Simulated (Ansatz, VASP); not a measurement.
**Two plane-wave programs on AlN**

```xyz
4
Lattice="3.1180 0.0000 0.0000 -1.5590 2.7003 0.0000 0.0000 0.0000 5.0511" Properties=species:S:1:pos:R:3 pbc="T T T"
Al    0.0000    1.8002    0.0000
Al    1.5590    0.9001    2.5256
N     0.0000    1.8002    1.9093
N     1.5590    0.9001    4.4349
```

Alike in both runs: task relaxation of cell and atoms; functional PBEsol; k mesh 9 × 9 × 6; occupations gaussian, width 0.02 eV; no spin polarisation.

|  | VASP | Ansatz |
| --- | --- | --- |
| version | VASP 6.6.1 | Ansatz 0.2.0 |
| potentials or method | VASP PAW PBE potentials, release 64 (Al, N), cutoff 600 eV | scalar-relativistic, plane waves, PAW |
| valence electrons in the cell | 16 | 16 |

|  | VASP | Ansatz | Ansatz less VASP |
| --- | --- | --- | --- |
| gap on the k mesh at the Fermi level, each at its own relaxed structure (eV) | 4.12 | 4.09 | -0.025 |
| relaxed volume (Å³/atom) | 10.45 | 10.46 | +0.009 |
| relaxed cell length with the largest relative difference (Å) | 3.113 | 3.114 | +0.0010 |

VASP's potentials were made for PBE, not for PBEsol.
